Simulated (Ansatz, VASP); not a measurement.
# Two plane-wave programs on Tl

The input INCAR:

```
ALGO = Normal
EDIFF = 1E-6
ENCUT = 520
GGA = PE
ISIF = 2
ISMEAR = -1
LASPH = T
LCHARG = F
LREAL = F
LWAVE = F
NBANDS = 26
NELM = 80
PREC = Accurate
SIGMA = 0.1
```

KPOINTS

```
k-points
0
Gamma
  7 7 10
```

Contents of POSCAR:

```
Tl
1.0
    5.4781286252      0.0000000000      0.0000000000
   -2.7390643126      4.7441985547      0.0000000000
    0.0000000000      0.0000000000      3.3667331021
Tl
3
Direct
    1.0000000000      0.0000000000      0.0000000000
    0.3333333333      0.6666666667      0.5000000000
    0.6666666667      0.3333333333      0.5000000000
```

Input for Ansatz:

```yaml
crystal:
  lattice:
    - [5.4781286252, 0.0, 0.0]
    - [-2.7390643126, 4.7441985547, 0.0]
    - [0.0, 0.0, 3.3667331021]
  atoms:
    - { symbol: Tl, position: [1.0, 0.0, 0.0] }
    - { symbol: Tl, position: [0.3333333333, 0.6666666667, 0.5] }
    - { symbol: Tl, position: [0.6666666667, 0.3333333333, 0.5] }
hamiltonian:
  xc: pbe
  pseudopotentials:
    kind: paw
    azcp:
      Tl: "pseudopotentials/Tl.paw.azcp"
basis:
  ecutwfc: 420
  fft_grid_basis: typed
kpoints:
  mp_grid: { grid: [7, 7, 10], shift: [0, 0, 0] }
magnetization:
  spin_polarized: false
scf:
  occupations: { method: fermi_dirac, width: 0.1 }
  lower_state_search: "off"
output:
  stress: true
```

Alike in both runs: task single point; functional PBE; k mesh 7 × 7 × 10; occupations fermi-dirac, width 0.1 eV; no spin polarisation.

|  | VASP | Ansatz |
| --- | --- | --- |
| version | VASP 6.6.1 | Ansatz 0.2.0 |
| potentials or method | VASP PAW PBE potentials, release 64 (Tl_d), cutoff 520 eV | plane waves (420 eV) with PAW, scalar-relativistic |
| valence electrons in the cell | 39 | 39 |

```tsv
	VASP	Ansatz	Ansatz less VASP
pressure (GPa)	2.6	2.6	+0.06
```

Neither program's run includes spin-orbit coupling.
